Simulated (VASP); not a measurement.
Wanted: the native input for a VASP 6.6.1 run.

| Item | Value |
| --- | --- |
| Task | single point |
| Functional | PBE |
| Potentials or basis | VASP PAW PBE potentials, release 64 (Si, Ge_d) |
| Cutoff | 520 eV |
| k mesh | 6 × 6 × 4 |
| Occupations | gaussian, width 0.1 eV |
| Spin | no spin polarisation |
| Dipole correction | no |
| Further INCAR settings | ALGO = Normal; EDIFF = 1e-06; NBANDS = 31 |

The structure of SiGe3 lies in POSCAR:

```
SiGe3
1.0
    4.0164051216      0.0000000000      0.0000000000
    0.0000000000      4.0164051216      0.0000000000
    0.0000000000      0.0000000000      5.6662796898
Si Ge
1 3
Direct
    0.5000000000      0.5000000000      0.0000000000
    0.5000000000      0.0000000000      0.7564966487
    0.0000000000      0.5000000000      0.2435033513
    0.0000000000      0.0000000000      0.5000000000
```

One way to write it, as run:

INCAR

```
ALGO = Normal
EDIFF = 1E-6
ENCUT = 520
GGA = PE
ISIF = 2
ISMEAR = 0
LASPH = True
LCHARG = True
LELF = True
LREAL = False
LVHAR = True
LWAVE = False
NBANDS = 31
NELM = 80
PREC = Accurate
SIGMA = 0.1
```

KPOINTS

```
k-points
0
Gamma
  6 6 4
```

Potentials or basis: VASP PAW PBE potentials, release 64 (Si, Ge_d).

Command:

```bash
$ cat potpaw_PBE.64/Si/POTCAR potpaw_PBE.64/Ge_d/POTCAR > POTCAR
$ mpirun -np 1 vasp_std > vasp.out
```

It gave:

```json
{"Pressure": "0.0 GPa", "Largest force": "0.004 eV/Å", "Band gap on the k mesh": "0.17 eV (least direct gap 0.42 eV)"}
```

Caveat: semilocal functionals underestimate gaps, and a narrow one can read as zero.

Wall time 32 s on 1 thread of Intel(R) Xeon(R) 6975P-C (Granite Rapids) (shared host), peak memory 0.22 GiB.
